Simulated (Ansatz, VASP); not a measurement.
**GaAs in VASP and in Ansatz**

File INCAR:

```
PREC = Accurate ; ENCUT = 520
EDIFF = 1E-7 ; ISMEAR = -1
SIGMA = 0.02 ; LREAL = F
LASPH = T ; NELM = 100
ALGO = Normal ; ISIF = 2
LWAVE = F ; LCHARG = F
GGA = PE ; NBANDS = 16
```

The input KPOINTS:

```
regular mesh
0
Gamma
  8 8 8
```

The input POSCAR:

```
GaAs
1.0
    0.0000000000      2.7197616916      2.7197616916
    2.7197616916      0.0000000000      2.7197616916
    2.7197616916      2.7197616916      0.0000000000
Ga As
1 1
Direct
    0.0000000000      0.0000000000      0.0000000000
    0.2500000000      0.2500000000      0.2500000000
```

Input for Ansatz:

```yaml
crystal:
  lattice:
    - [0.0, 2.7197616916, 2.7197616916]
    - [2.7197616916, 0.0, 2.7197616916]
    - [2.7197616916, 2.7197616916, 0.0]
  atoms:
    - { symbol: Ga, position: [0.0, 0.0, 0.0] }
    - { symbol: As, position: [0.25, 0.25, 0.25] }
kpoints:
  mp_grid: { grid: [8, 8, 8] }
  band_path:
    path:
      - [0.0, 0.0, 0.0]
      - [-0.5, -0.5, 0.0]
      - [-0.375, -0.375, 0.25]
      - [-0.375, 0.0, 0.375]
      - [0.0, 0.0, 0.5]
      - [-0.5, -0.25, 0.25]
      - [0.0, 0.442708, 0.442708]
    npoints: 1
hamiltonian:
  xc: pbe
scf:
  occupations: { method: fermi_dirac, width: 0.02 }
  n_extra_bands: 4
output:
  forces: true
  stress: true
  eigenvalues: true
```

Change from the starting cell: hydrostatic strain -4.0%.

Alike in both runs: task single point; functional PBE; k mesh 8 × 8 × 8; occupations fermi-dirac, width 0.02 eV; no spin polarisation.

|  | VASP | Ansatz |
| --- | --- | --- |
| version | VASP 6.6.1 | Ansatz 0.2.0 |
| potentials or method | VASP PAW PBE potentials, release 64 (Ga_d, As) | plane waves, PAW |
| plane-wave cutoff (eV) | 520 | 420 |
| valence electrons in the cell | 18 | 28 |

|  | VASP | Ansatz | Ansatz less VASP |
| --- | --- | --- | --- |
| gap on the k mesh at the Fermi level (eV) | 1.22 | 1.23 | +0.010 |
| pressure (GPa) | 14.9 | 14.6 | -0.28 |

With one functional, cell and mesh, what is left measures potentials, basis and numerics. VASP's potentials hold 18 valence electrons a cell and Ansatz's 28, so a difference there can come from the potentials and not from the codes.
